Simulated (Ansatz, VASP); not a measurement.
## ZnO in VASP and in Ansatz

Contents of INCAR:

```
ALGO = Normal ; EDIFF = 1E-6
ENCUT = 520 ; GGA = CA
ISIF = 2 ; ISMEAR = 0
LASPH = True ; LCHARG = True
LELF = True ; LREAL = False
LVHAR = True ; LWAVE = False
NBANDS = 26 ; NELM = 60
PREC = Accurate ; SIGMA = 0.05
```

Contents of KPOINTS:

```
k-points
0
Gamma
  12 12 6
```

The input POSCAR:

```
ZnO
1.0
    3.1872337797      0.0000000000      0.0000000000
   -1.5936168898      2.7602254210      0.0000000000
    0.0000000000      0.0000000000      5.1520568525
Zn O
2 2
Direct
    0.3333333333      0.6666666667      0.0018162165
    0.6666666667      0.3333333333      0.5018162165
    0.3333333333      0.6666666667      0.3802837835
    0.6666666667      0.3333333333      0.8802837835
```

Input for Ansatz:

```yaml
crystal:
  lattice:
    - [3.1872337797, 0.0, 0.0]
    - [-1.5936168898, 2.760225421, 0.0]
    - [0.0, 0.0, 5.1520568525]
  atoms:
    - { symbol: Zn, position: [0.3333333333, 0.6666666667, 0.0018162165] }
    - { symbol: Zn, position: [0.6666666667, 0.3333333333, 0.5018162165] }
    - { symbol: O, position: [0.3333333333, 0.6666666667, 0.3802837835] }
    - { symbol: O, position: [0.6666666667, 0.3333333333, 0.8802837835] }
basis:
  ecutwfc: 420
kpoints:
  mp_grid: { grid: [12, 12, 6] }
hamiltonian:
  xc: lda
scf:
  occupations: { method: gaussian, width: 0.05 }
output:
  forces: true
  stress: true
  eigenvalues: true
  write_density: true
  write_potential: true
  elf: true
  volumetric_format: npy
```

Alike in both runs: task single point; functional LDA; k mesh 12 × 12 × 6; occupations gaussian, width 0.05 eV; no spin polarisation.

```csv
,VASP,Ansatz
version,VASP 6.6.1,Ansatz 0.2.0
potentials or method,"VASP PAW LDA potentials, release 64 (Zn, O), cutoff 520 eV","scalar-relativistic, plane waves, PAW"
valence electrons in the cell,36,36
```

|  | VASP | Ansatz | Ansatz less VASP |
| --- | --- | --- | --- |
| gap on the k mesh at the Fermi level (eV) | 0.81 | 0.80 | -0.008 |
| least direct gap on the mesh (eV) | 0.81 | 0.80 | -0.008 |
| pressure (GPa) | 1.1 | 0.0 | -1.14 |

LDA's correlation is that of Perdew and Zunger in VASP and of Perdew and Wang (1992) in Ansatz.
